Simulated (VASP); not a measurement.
Runs of VASP 6.6.1 on SiNi3. It takes space group R-3m (No. 166, trigonal). Conventional cell: a = 2.586 Å, b = 2.586 Å, c = 22.986 Å, α = 90.00°, β = 90.00°, γ = 120.00°. Ni (site symmetry 3m) has 3 Si at 2.34 Å and 9 Ni at 2.52 to 2.59 Å within 3.1 Å. Ni (site symmetry -3m) has 12 Ni at 2.52 to 2.59 Å within 3.3 Å. Within 3.1 Å of Si (site symmetry -3m) lie 6 Ni at 2.34 Å and 6 Si at 2.59 Å. 

```tsv
fixed moment (μB)	pressure (GPa)	moment (μB)	largest force (eV/Å)
3.8	3.2	3.80	(b)
3.0	-0.1	3.00	(a)
4.5	7.3	4.50	1.13
6.0	19.0	6.00	1.73
```

Alike in all rows: task single point; level PBEsol; potentials or basis VASP PAW PBE potentials, release 64 (Ni, Si); spin collinear, ferromagnetic start; cell as given; k mesh 10 × 10 × 10; cutoff (eV) 520; smearing fermi-dirac 0.05 eV.

Q: Estimate the missing entries.

A: (a) 0.61; (b) 0.88.

Caveats: the PAW data sets were made with another functional, which shifts forces and pressure a little; the total moment is fixed, so each spin has its own Fermi level.
